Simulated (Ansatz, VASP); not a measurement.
**Two plane-wave programs on CuO**

```
CELL_PARAMETERS angstrom
4.08507 0.00000 0.00000
0.00000 4.10072 0.00000
0.00000 0.00000 4.99042
ATOMIC_POSITIONS crystal
Cu 0.25000 0.25000 0.50000
Cu 0.25000 0.75000 0.00000
Cu 0.75000 0.75000 0.50000
Cu 0.75000 0.25000 0.00000
O 0.50000 0.00000 0.75000
O 0.50000 0.00000 0.25000
O 0.00000 0.50000 0.75000
O 0.00000 0.50000 0.25000
```

Change from the starting cell: strain along c alone, the other axes held, atoms relaxed: -2.0 %.

Alike in both runs: task single point; functional PBEsol; k mesh 10 × 10 × 8; occupations gaussian, width 0.1 eV; no spin polarisation.

```csv
,VASP,Ansatz
version,VASP 6.6.1,Ansatz 0.2.0
potentials or method,"VASP PAW PBE potentials, release 64 (Cu, O), cutoff 520 eV","scalar-relativistic, plane waves, PAW"
valence electrons in the cell,68,100
```

```csv
,VASP,Ansatz,Ansatz less VASP
gap on the k mesh at the Fermi level (eV),none,none,-
pressure (GPa),5.5,4.7,-0.83
"traceless stress, the component that is largest in VASP (GPa)",3.42,3.11,-0.315
```

VASP's potentials were made for PBE, not for PBEsol. A gap of «none» marks a metal or a gap that the smearing closes. VASP's potentials hold 68 valence electrons a cell and Ansatz's 100, so a difference there can come from the potentials and not from the codes.
